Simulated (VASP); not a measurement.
A run of VASP 6.6.1 is set up as follows.

INCAR

```
  PREC = Accurate
  ENCUT = 520
  EDIFF = 1E-7
  ISMEAR = 0
  SIGMA = 0.01
  LREAL = F
  LASPH = T
  NELM = 80
  ALGO = Normal
  ISIF = 2
  LWAVE = F
  LCHARG = F
  GGA = PE
  NBANDS = 16
```

KPOINTS

```
regular mesh
0
Gamma
  12 12 6
```

The input POSCAR:

```
AlN
1.0
    3.2923468268      0.0000000000      0.0000000000
   -1.6461734134      2.8512559901      0.0000000000
    0.0000000000      0.0000000000      4.1369586208
Al N
2 2
Direct
    0.3333333333      0.6666666667      0.2500000000
    0.6666666667      0.3333333333      0.7500000000
    0.6666666667      0.3333333333      0.2500000000
    0.3333333333      0.6666666667      0.7500000000
```

Potentials or basis: VASP PAW PBE potentials, release 64 (Al, N).

The run is started by

```sh
$ cat potpaw_PBE.64/Al/POTCAR potpaw_PBE.64/N/POTCAR > POTCAR
$ mpirun -np 1 vasp_std > vasp.out
```

(1) Estimate the band gap on the k mesh.

(2) Estimate the pressure.

## Answers

(1) 3.47 eV, direct.

(2) 5.1 GPa.
